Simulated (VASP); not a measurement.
Runs of VASP 6.6.1 on ReS. The structure is that of space group Fm-3m (No. 225), or close to it. The cells are those of the table. 

```tsv
level	potentials or basis	spin	cell	cutoff (eV)	second run	gap on the mesh (eV)	pressure (GPa)	moment (μB)
PBEsol	VASP PAW PBE potentials, release 64 (Re_sv_GW, S)	collinear, ferromagnetic start	a = 3.508 Å, angles 60.0°, 2 atoms	500	valence_matched	none	(b)	0.84
r2SCAN	VASP PAW PBE potentials, release 64 (Re, S)	off	a = 3.441 Å, angles 60.0°, 2 atoms	520	-	none	6.9	-
r2SCAN	VASP PAW PBE potentials, release 64 (Re, S)	collinear, ferromagnetic start	a = 3.441 Å, angles 60.0°, 2 atoms	520	-	none	6.8	0.00
PBEsol	VASP PAW PBE potentials, release 64 (Re, S)	collinear, ferromagnetic start	a = 3.508 Å, angles 60.0°, 2 atoms	520	-	none	(a)	0.80
```

Alike in all rows: task single point; k mesh 14 × 14 × 14; smearing gaussian 0.1 eV.

Q: Fill in the values left out.

A: (a) -9.0; (b) -11.1.

Caveats: the PAW data sets were made with another functional, which shifts forces and pressure a little; spin-orbit coupling is left out, which moves the levels of the heavy elements.

A k mesh can miss the band edges, and the runs leave out spin-orbit coupling on Re.

A gap of «none» marks levels without a gap at the run's occupations.

The runs don't all hold the same shells in valence.
